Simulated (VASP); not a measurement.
Runs of VASP 6.6.1 on SnGe2. The structure is that of space group I-4m2 (No. 119), or close to it. The cells are those of the table. 

| task | cell | k mesh | cutoff (eV) | gap on the mesh (eV) | pressure (GPa) | largest force (eV/Å) |
| --- | --- | --- | --- | --- | --- | --- |
| single point | a = 5.945 Å, angles 125.5, 125.5, 80.7°, 6 atoms | 10 × 10 × 10 | 520 | none | (a) | - |
| relaxation of cell and atoms | relaxed from a = 5.884 Å, angles 124.4, 124.4, 82.6°, 6 atoms | 4 × 4 × 4 | 600 | none | 0.2 | 0.02 |
| single point | a = 5.937 Å, angles 125.4, 125.4, 80.9°, 6 atoms | 4 × 4 × 4 | 520 | none | 0.1 | (b) |
| single point | a = 5.884 Å, angles 124.4, 124.4, 82.6°, 6 atoms | 4 × 4 × 4 | 520 | none | 0.7 | 0.49 |

Alike in all rows: level PBE; potentials or basis VASP PAW PBE potentials, release 64 (Sn_d, Ge_d); no spin polarisation; smearing gaussian 0.1 eV.

Fill in the values left out.

(a) 0.0; (b) 0.04.

Caveats: some runs use coarse meshes; spin-orbit coupling is left out, which moves the levels of the heavy elements.

A k mesh can miss the band edges, and the runs leave out spin-orbit coupling on Ge, Sn.

A gap of «none» marks levels without a gap at the run's occupations.
